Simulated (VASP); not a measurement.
Input of a VASP 6.6.1 run:

File INCAR:

```
PREC = Accurate
ENCUT = 520
EDIFF = 1E-6
ISMEAR = 0
SIGMA = 0.15
LREAL = F
LASPH = T
NELM = 80
ALGO = Fast
ISIF = 2
LWAVE = F
LCHARG = T
GGA = PS
LELF = T
LVHAR = T
NBANDS = 17
```

KPOINTS

```
regular mesh
0
Gamma
  12 12 8
```

File POSCAR:

```
Sr
1.0
    4.5686002339      0.0000000000      0.0000000000
   -2.2843001170      3.9565238623      0.0000000000
    0.0000000000      0.0000000000      7.0500000000
Sr
2
Direct
    0.3333333333      0.6666666667      0.2500000000
    0.6666666667      0.3333333333      0.7500000000
```

Potentials or basis: VASP PAW PBE potentials, release 64 (Sr_sv).

Run with:

```bash
$ cat potpaw_PBE.64/Sr_sv/POTCAR > POTCAR
$ mpirun -np 1 vasp_std > vasp.out
```

(1) Estimate the pressure.

(2) Predict the band gap on the k mesh.

## Answers

(1) -1.7 GPa.

(2) zero (bands 10 and 11 overlap by 0.36 eV).

Caveat: the cell differs from its parent crystal (strain +0.0600 x Voigt [1, 1, 0, 0, 0, 0]); the PAW data sets were made with another functional, which shifts forces and pressure a little.
